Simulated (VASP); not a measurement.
**BiTe: single point with PBE exchange alone**

Crystal: BiTe.

```xyz
2
Lattice="0.0000 3.2350 3.2350 3.2350 0.0000 3.2350 3.2350 3.2350 0.0000" Properties=species:S:1:pos:R:3 pbc="T T T"
Bi    0.0000    0.0000    0.0000
Te    3.2350    3.2350    3.2350
```

| Item | Value |
| --- | --- |
| Program | VASP 6.6.1 |
| Task | single point |
| Functional | PBE exchange alone |
| Potentials or basis | VASP PAW PBE potentials, release 64 (Bi_d, Te) |
| Cutoff | 520 eV |
| k mesh | 7 × 7 × 7 |
| Occupations | methfessel-paxton, width 0.1 eV |
| Spin | collinear spin, ferromagnetic start |
| Starting moments | [0.5, 0.0] μB |
| Dipole correction | no |
| Further INCAR settings | ALGO = Normal; EDIFF = 1e-06; NBANDS = 22 |

The pressure is 9.5 GPa and the net moment is 0.20 μB per cell. The site moments are Bi +0.09; Te +0.02 μB and the valence electrons inside the program's atomic spheres are Bi 12.73; Te 3.35.

Levels at points of the mesh, in eV from the Fermi level:
Spin up:
```
           k point  band 6  band 7  band 8  band 9  band 10  band 11  band 12  band 13  band 14  band 15
(0.00, 0.00, 0.00)  -13.61   -8.26   -2.64   -2.64    -2.64     2.00     2.00     2.00     4.77     4.77
```
Spin down:
| k point | band 8 | band 9 | band 10 | band 11 | band 12 | band 13 |
| --- | --- | --- | --- | --- | --- | --- |
| (0.00, 0.00, 0.00) | -2.57 | -2.57 | -2.57 | 2.11 | 2.11 | 2.11 |

Run time: 3.1 min on 1 thread of AMD EPYC 7R13 (shared host), peak memory 0.23 GiB.

Caveat: spin-orbit coupling is left out, which moves the levels of the heavy elements.
